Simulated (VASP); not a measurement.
# Hf4Cd (Im-3m) in VASP: notebook

Runs on Hf4Cd. Level: PBE. Tasks: single point.

Program: VASP 6.6.1. These are calculated values, not measurements. Logs are shortened: lines on timing, memory, paths and dates and some standing lists are left out, and cuts for length are marked.

### 1 The cell of the first run

It takes space group Im-3m (No. 229, cubic). Conventional cell: a = 5.939 Å, b = 5.939 Å, c = 5.939 Å, α = 90.00°, β = 90.00°, γ = 90.00°. Within 3.4 Å of Hf (site symmetry -3m) lie 2 Cd at 2.57 Å and 6 Hf at 2.97 Å. Cd (site symmetry m-3m) has 8 Hf at 2.57 Å within 3.4 Å.

The cell was built from a structure type or drawn by symmetry, and may not be a known phase.

### 2 Single point, PBE

File INCAR:

```
SYSTEM = Hf4Cd
PREC     = Accurate       ! precision mode
ENCUT    = 520            ! plane-wave cutoff, eV
EDIFF    = 1E-6           ! SCF threshold, eV
ISMEAR   = 0              ! smearing method
SIGMA    = 0.1            ! smearing width, eV
LREAL    = .FALSE.        ! projectors in reciprocal space
LASPH    = .TRUE.         ! aspherical terms in the spheres
NELM     = 100            ! most SCF steps
ALGO     = Normal         ! electronic algorithm
ISIF     = 2              ! what is computed and relaxed
LWAVE    = .FALSE.        ! write WAVECAR
LCHARG   = .FALSE.        ! write CHGCAR
GGA      = PE             ! functional
NBANDS   = 34             ! bands
```

File KPOINTS:

```
Automatic mesh
0
G
  4 4 4
  0 0 0
```

File POSCAR:

```
Hf4Cd
1.0
   -2.9697065600      2.9697065600      2.9697065600
    2.9697065600     -2.9697065600      2.9697065600
    2.9697065600      2.9697065600     -2.9697065600
Hf Cd
4 1
Direct
    0.0000000000      0.0000000000      0.5000000000
    0.0000000000      0.5000000000      0.0000000000
    0.5000000000      0.0000000000      0.0000000000
    0.5000000000      0.5000000000      0.5000000000
    0.0000000000      0.0000000000      0.0000000000
```

Potentials or basis: VASP PAW PBE potentials, release 64 (Hf_pv, Cd).

Started as:

```console
$ cat potpaw_PBE.64/Hf_pv/POTCAR potpaw_PBE.64/Cd/POTCAR > POTCAR
$ mpirun -np 1 vasp_std > vasp.out
```

OUTCAR:

```text
SYSTEM = Hf4Cd
   PREC = Accurate
   ENCUT = 520
   EDIFF = 1E-6
   ISMEAR = 0
   LREAL = .FALSE.
   LASPH = .TRUE.
   NELM = 100
   ISIF = 2
   GGA = PE

 ion  position               nearest neighbor table
   1  0.000  0.000  0.500-   5 2.57   5 2.57   4 2.97   2 2.97   3 2.97   2 2.97   3 2.97   4 2.97

   2  0.000  0.500  0.000-   5 2.57   5 2.57   4 2.97   1 2.97   3 2.97   1 2.97   4 2.97   3 2.97

   3  0.500  0.000  0.000-   5 2.57   5 2.57   4 2.97   1 2.97   4 2.97   2 2.97   1 2.97   2 2.97

   4  0.500  0.500  0.500-   5 2.57   5 2.57   3 2.97   1 2.97   3 2.97   2 2.97   1 2.97   2 2.97

   5  0.000  0.000  0.000-   1 2.57   2 2.57   3 2.57   4 2.57   1 2.57   2 2.57   3 2.57   4 2.57

  LATTYP: Found a body centered cubic cell.
 ALAT       =     5.9394131200

  Lattice vectors:

 A1 = (  -2.9697065600,   2.9697065600,   2.9697065600)
 A2 = (   2.9697065600,  -2.9697065600,   2.9697065600)
 A3 = (   2.9697065600,   2.9697065600,  -2.9697065600)

Analysis of symmetry for initial positions (statically):
=====================================================================
 Subroutine PRICEL returns:
 Original cell was already a primitive cell.

 Routine SETGRP: Setting up the symmetry group for a
 body centered cubic supercell.

 Subroutine GETGRP returns: Found 48 space group operations
 (whereof 48 operations were pure point group operations)
 out of a pool of 48 trial point group operations.

The static configuration has the point symmetry O_h .

Analysis of symmetry for dynamics (positions and initial velocities):
=====================================================================
 Subroutine PRICEL returns:
 Original cell was already a primitive cell.

 Routine SETGRP: Setting up the symmetry group for a
 body centered cubic supercell.

 Subroutine GETGRP returns: Found 48 space group operations
 (whereof 48 operations were pure point group operations)
 out of a pool of 48 trial point group operations.

The dynamic configuration has the point symmetry O_h .

 Subroutine INISYM returns: Found 48 space group operations
 (whereof 48 operations are pure point group operations),
 and found     1 'primitive' translations

----------------------------------------------------------------------------------------

                                     Primitive cell

  volume of cell :     104.7612

  direct lattice vectors                    reciprocal lattice vectors
    -2.969706560  2.969706560  2.969706560     0.000000000  0.168366803  0.168366803
     2.969706560 -2.969706560  2.969706560     0.168366803  0.000000000  0.168366803
     2.969706560  2.969706560 -2.969706560     0.168366803  0.168366803  0.000000000

  length of vectors
     5.143682645  5.143682645  5.143682645     0.238106617  0.238106617  0.238106617

  position of ions in fractional coordinates (direct lattice)
     0.000000000  0.000000000  0.500000000
     0.000000000  0.500000000  0.000000000
     0.500000000  0.000000000  0.000000000
     0.500000000  0.500000000  0.500000000
     0.000000000  0.000000000  0.000000000

  ion indices of the primitive-cell ions
   primitive index   ion index
                 1           1
                 2           2
                 3           3
                 4           4
                 5           5

----------------------------------------------------------------------------------------

 KPOINTS: Automatic mesh

Automatic generation of k-mesh.
 Grid dimensions read from file:
 generate k-points for:    4    4    4

 Generating k-lattice:

  Cartesian coordinates                     Fractional coordinates (reciprocal lattice)
     0.000000000  0.042091701  0.042091701     0.250000000  0.000000000  0.000000000
     0.042091701  0.000000000  0.042091701     0.000000000  0.250000000  0.000000000
     0.042091701  0.042091701  0.000000000     0.000000000  0.000000000  0.250000000

  Length of vectors
     0.059526654  0.059526654  0.059526654

  Shift w.r.t. Gamma in fractional coordinates (k-lattice)
     0.000000000  0.000000000  0.000000000

 Subroutine IBZKPT returns following result:
 ===========================================

 Found      8 irreducible k-points:

 Following reciprocal coordinates:
            Coordinates               Weight
  0.000000  0.000000  0.000000      1.000000
  0.250000  0.000000  0.000000     12.000000
  0.500000  0.000000  0.000000      6.000000
  0.250000  0.250000  0.000000     24.000000
  0.250000  0.250000  0.250000      2.000000
 -0.250000  0.250000  0.250000      6.000000
  0.500000  0.500000  0.250000     12.000000
  0.500000  0.500000  0.500000      1.000000
   k-points           NKPTS =      8   k-points in BZ     NKDIM =      8   number of bands    NBANDS=     34
   number of dos      NEDOS =    301   number of ions     NIONS =      5
   total plane-waves  NPLWV =  64000
   dimension x,y,z NGX =    40 NGY =   40 NGZ =   40
   dimension x,y,z NGXF=    80 NGYF=   80 NGZF=   80
   ions per type =               4   1
   NGX,Y,Z   is equivalent  to a cutoff of  12.93, 12.93, 12.93 a.u.
   NGXF,Y,Z  is equivalent  to a cutoff of  25.86, 25.86, 25.86 a.u.
 SYSTEM =  Hf4Cd
   PREC   = accura    normal or accurate (medium, high low for compatibility)
   ISTART =      0    job   : 0-new  1-cont  2-samecut
   ICHARG =      2    charge: 1-file 2-atom 10-const
   ISPIN  =      1    spin polarized calculation?
   LNONCOLLINEAR =      F non collinear calculations
   LSORBIT =      F    spin-orbit coupling
   LASPH  =      T    aspherical Exc in radial PAW
   ENCUT  =  520.0 eV  38.22 Ry    6.18 a.u.   9.56  9.56  9.56*2*pi/ulx,y,z
   NELM   =    100;   NELMIN=  2; NELMDL= -5     # of ELM steps
   EDIFF  = 0.1E-05   stopping-criterion for ELM
   LREAL  =      F    real-space projection
[... 7 lines left out ...]
   TEBEG  =    0.0;   TEEND  =   0.0 temperature during run
   PSTRESS=    0.0 pullay stress
   NELECT =      52.0000    total number of electrons
   NUPDOWN=      -1.0000    fix difference up-down
   EMIN   =  10.00;   EMAX   =-10.00  energy-range for DOS
   EFERMI =   0.00;   METHOD = LEGACY
   ISMEAR =     0;   SIGMA  =   0.10  broadening in eV -4-tet -1-fermi 0-gaus
   EFERMI_NEDOS =   21; number of points for ismear=-14 and -15
   IALGO  =     38    algorithm
   IMIX   =      4    mixing-type and parameters
     AMIX     =   0.40;   BMIX     =  1.00
     AMIX_MAG =   1.60;   BMIX_MAG =  1.00
  volume/ion in A,a.u.               =      20.95       141.39
  Fermi-wavevector in a.u.,A,eV,Ry     =   1.296211  2.449484 22.860009  1.680163
  Thomas-Fermi vector in A             =   2.427682
   LORBIT       =      0    0 simple, 1 ext, 2 COOP (PROOUT), +10 PAW based schemes
   GGA     = PE    functional components
   LHFCALC =     F    Hartree Fock is set to
   AEXX    =    0.0000 exact exchange contribution
   IVDW    =     0    specifies the selected vdW correction
   LEPSILON=     F    determine dielectric tensor
   LRPA    =     F    only Hartree local field effects (RPA)
 non-spin polarized calculation
 Gauss-broadening in eV      SIGMA  =   0.10
  energy-cutoff  :      520.00
  volume of cell :      104.76
 maximum number of plane-waves:      2834
 NGX is ok and might be reduce to    40
   NGX = 19   NGY = 19   NGZ = 19

 number of electron      52.0000013 magnetization

 Free energy of the ion-electron system (eV)
  ---------------------------------------------------
  ext. energy  EPLUGINS =         0.00000000
  ---------------------------------------------------
  free energy    TOTEN  =       -32.96099825 eV

  energy without entropy =      -32.89976412  energy(sigma->0) =      -32.93038118

 E-fermi :   4.5072     XC(G=0): -11.3861

 val. band max:        4.4293935376   @ k =   0.2500   0.0000   0.0000
 cond. band min:       4.5230480644   @ k =   0.2500   0.2500   0.0000
 fundamental gap:      0.0936545268
 Fermi energy:         4.5071735185

 k-point     1 :       0.0000    0.0000    0.0000
  band No.  band energies     occupation
      1     -26.1253      2.00000
      2     -26.1253      2.00000
      3     -26.1253      2.00000
      4     -26.0059      2.00000
      5     -26.0059      2.00000
      6     -26.0059      2.00000
[... 26 lines left out ...]
     33       8.6501      0.00000
     34       8.6710      0.00000

 k-point     2 :       0.2500    0.0000    0.0000
  band No.  band energies     occupation
      1     -26.1140      2.00000
      2     -26.0955      2.00000
      3     -26.0089      2.00000
      4     -25.9517      2.00000
      5     -25.9412      2.00000
      6     -25.8871      2.00000
[... 26 lines left out ...]
     33       8.2431      0.00000
     34       8.5414      0.00000

 k-point     3 :       0.5000    0.0000    0.0000
  band No.  band energies     occupation
      1     -26.1137      2.00000
      2     -26.0830      2.00000
      3     -25.7910      2.00000
      4     -25.7522      2.00000
      5     -25.7235      2.00000
      6     -25.7113      2.00000
[... 26 lines left out ...]
     33       6.9772      0.00000
     34       7.7888      0.00000

 k-point     4 :       0.2500    0.2500    0.0000
  band No.  band energies     occupation
      1     -26.0866      2.00000
      2     -25.9556      2.00000
      3     -25.9467      2.00000
      4     -25.9397      2.00000
      5     -25.7401      2.00000
      6     -25.6879      2.00000
[... 26 lines left out ...]
     33       7.7805      0.00000
     34       7.7971      0.00000

 k-point     5 :       0.2500    0.2500    0.2500
  band No.  band energies     occupation
      1     -25.8340      2.00000
      2     -25.7966      2.00000
      3     -25.7966      2.00000
      4     -25.7966      2.00000
      5     -25.6585      2.00000
      6     -25.6585      2.00000
[... 26 lines left out ...]
     33       7.1127      0.00000
     34       7.1146      0.00000

 k-point     6 :      -0.2500    0.2500    0.2500
  band No.  band energies     occupation
      1     -26.2084      2.00000
      2     -26.0618      2.00000
      3     -26.0373      2.00000
      4     -26.0373      2.00000
      5     -25.7712      2.00000
      6     -25.6857      2.00000
[... 26 lines left out ...]
     33       7.6264      0.00000
     34       8.0627      0.00000

 k-point     7 :       0.5000    0.5000    0.2500
  band No.  band energies     occupation
      1     -26.2351      2.00000
      2     -26.0423      2.00000
      3     -26.0182      2.00000
      4     -25.9911      2.00000
      5     -25.8997      2.00000
      6     -25.8996      2.00000
[... 26 lines left out ...]
     33       7.3050      0.00000
     34       7.9200      0.00000

 k-point     8 :       0.5000    0.5000    0.5000
  band No.  band energies     occupation
      1     -26.3332      2.00000
      2     -26.1168      2.00000
      3     -26.1168      2.00000
      4     -25.9920      2.00000
      5     -25.9920      2.00000
      6     -25.9920      2.00000
[... 26 lines left out ...]
     33       7.4837      0.00000
     34       7.4837      0.00000

------------------------ aborting loop because EDIFF is reached ----------------------------------------

  FORCE on cell =-STRESS in cart. coord.  units (eV):
  Direction    XX          YY          ZZ          XY          YZ          ZX
  --------------------------------------------------------------------------------------
  -------------------------------------------------------------------------------------
  Total       19.5893138     19.5893138     19.5893138      0.0000000      0.0000000      0.0000000
  in kB      299.5913007    299.5913007    299.5913007      0.0000000      0.0000000      0.0000000
  external PRESSURE =     299.5913007 kB  Pullay stress =       0.0000000 kB

 VOLUME and BASIS-vectors are now :
 -----------------------------------------------------------------------------
  energy-cutoff  :      520.00
  volume of cell :      104.76
      direct lattice vectors                 reciprocal lattice vectors
    -2.969706560  2.969706560  2.969706560     0.000000000  0.168366803  0.168366803
     2.969706560 -2.969706560  2.969706560     0.168366803  0.000000000  0.168366803
     2.969706560  2.969706560 -2.969706560     0.168366803  0.168366803  0.000000000

 POSITION                                       TOTAL-FORCE (eV/Angst)
 -----------------------------------------------------------------------------------
      1.48485      1.48485     -1.48485         0.000000      0.000000      0.000000
      1.48485     -1.48485      1.48485         0.000000     -0.000000     -0.000000
     -1.48485      1.48485      1.48485        -0.000000      0.000000     -0.000000
      1.48485      1.48485      1.48485        -0.000000     -0.000000      0.000000
      0.00000      0.00000      0.00000        -0.000000      0.000000     -0.000000
 -----------------------------------------------------------------------------------
    total drift:                                0.000000     -0.000000      0.000000

  FREE ENERGIE OF THE ION-ELECTRON SYSTEM (eV)
  ---------------------------------------------------
  free  energy   TOTEN  =       -32.9609982532 eV

  energy  without entropy=      -32.8997641159  energy(sigma->0) =      -32.93038118
```

It took 54 s on 1 thread of Intel Xeon 8259CL, shared host; peak memory 0.24 GiB.

What came out:

```
Free energy            : -32.9610 eV
Pressure               : 30.0 GPa
Band gap on the k mesh : zero (bands 26 and 27 overlap by 1.61 eV)
```

Caveat: the k points lie up to 0.37 Å⁻¹ apart, too coarse for converged energies and pressures of a metal; spin-orbit coupling is left out, which moves the levels of the heavy elements.

### 3 Single point, PBE

This run uses another cell than the first one, of 26.68 Å³/atom.

File INCAR:

```
  PREC = Accurate
  ENCUT = 520
  EDIFF = 1E-6
  ISMEAR = 0
  SIGMA = 0.1
  LREAL = False
  LASPH = True
  NELM = 80
  ALGO = Fast
  ISIF = 2
  LWAVE = False
  LCHARG = False
  GGA = PE
  NBANDS = 34
```

File KPOINTS:

```
regular mesh
0
Gamma
  4 4 4
```

POSCAR, as its differences from that of step 2:

```diff
@@ -2,5 +2,5 @@
 1.0
-   -2.9697065600      2.9697065600      2.9697065600
-    2.9697065600     -2.9697065600      2.9697065600
-    2.9697065600      2.9697065600     -2.9697065600
+   -3.2187289170      3.2187289170      3.2187289170
+    3.2187289170     -3.2187289170      3.2187289170
+    3.2187289170      3.2187289170     -3.2187289170
 Hf Cd
```

Potentials or basis: VASP PAW PBE potentials, release 64 (Hf_pv, Cd).

Started as:

```console
$ cat potpaw_PBE.64/Hf_pv/POTCAR potpaw_PBE.64/Cd/POTCAR > POTCAR
$ mpirun -np 1 vasp_std > vasp.out
```

Run time: 1.7 min. Hardware: 1 thread of Intel Xeon 8259CL, shared host; peak memory 0.27 GiB.

It converged, with:

| Property | Result |
| --- | --- |
| Free energy | -35.1160 eV |
| Pressure | -0.5 GPa |
| Band gap on the k mesh | zero (bands 26 and 27 overlap by 1.09 eV) |

Levels at points of the mesh, in eV from the Fermi level:
| k point | band 22 | band 23 | band 24 | band 25 | band 26 | band 27 | band 28 | band 29 | band 30 | band 31 |
| --- | --- | --- | --- | --- | --- | --- | --- | --- | --- | --- |
| (0.00, 0.00, 0.00) | -0.69 | -0.69 | -0.53 | -0.53 | -0.53 | 1.06 | 1.06 | 1.06 | 2.97 | 3.05 |
| (0.50, 0.00, 0.00) | -1.40 | -0.65 | -0.25 | -0.18 | -0.01 | 0.18 | 0.70 | 0.77 | 1.46 | 1.52 |
| (0.50, 0.50, 0.50) | -1.02 | -1.02 | -1.02 | -0.35 | -0.35 | -0.35 | -0.19 | -0.19 | 1.93 | 1.93 |

Caveat: spin-orbit coupling is left out, which moves the levels of the heavy elements.
